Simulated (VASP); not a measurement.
**Mg2Sn: electric field gradients with LDA**

The system is Mg2Sn.

```
CELL_PARAMETERS angstrom
0.00000 3.39073 3.39073
3.39073 0.00000 3.39073
3.39073 3.39073 0.00000
ATOMIC_POSITIONS crystal
Mg 0.25000 0.25000 0.25000
Mg 0.75000 0.75000 0.75000
Sn 0.00000 0.00000 0.00000
```

This cell differs from its parent crystal: volume scaled by 1.01.

| Quantity | Value |
| --- | --- |
| Program | VASP 6.6.1 |
| Task | electric field gradients |
| Functional | LDA |
| Potentials or basis | VASP PAW LDA potentials, release 64 (Mg, Sn_d) |
| Cutoff | 520 eV |
| k mesh | 11 × 11 × 11 |
| Occupations | fermi-dirac, width 0.08 eV |
| Spin | no spin polarisation |
| Dipole correction | no |
| Further INCAR settings | ALGO = Normal; EDIFF = 1e-08; NBANDS = 16 |

* Pressure: -2.5 GPa
* Band gap on the k mesh: zero (band 9 reaches 4.01 eV, above the bottom of band 10 at 3.83 eV)

Levels at points of the mesh, in eV from the Fermi level:
```tsv
k point	band 5	band 6	band 7	band 8	band 9	band 10	band 11	band 12	band 13	band 14
(0.00, 0.00, 0.00)	-20.82	-9.05	0.04	0.04	0.04	1.29	2.20	2.20	2.20	3.86
```

It took 78 s on 1 thread of Intel(R) Xeon(R) Platinum 8488C (Sapphire Rapids), on a shared host, peak memory 0.21 GiB.

Caveat: without QUAD_EFG the Cq values of the log hold for a quadrupole moment of 1 mb, not for the nuclei; spin-orbit coupling is left out, which moves the levels of the heavy elements.
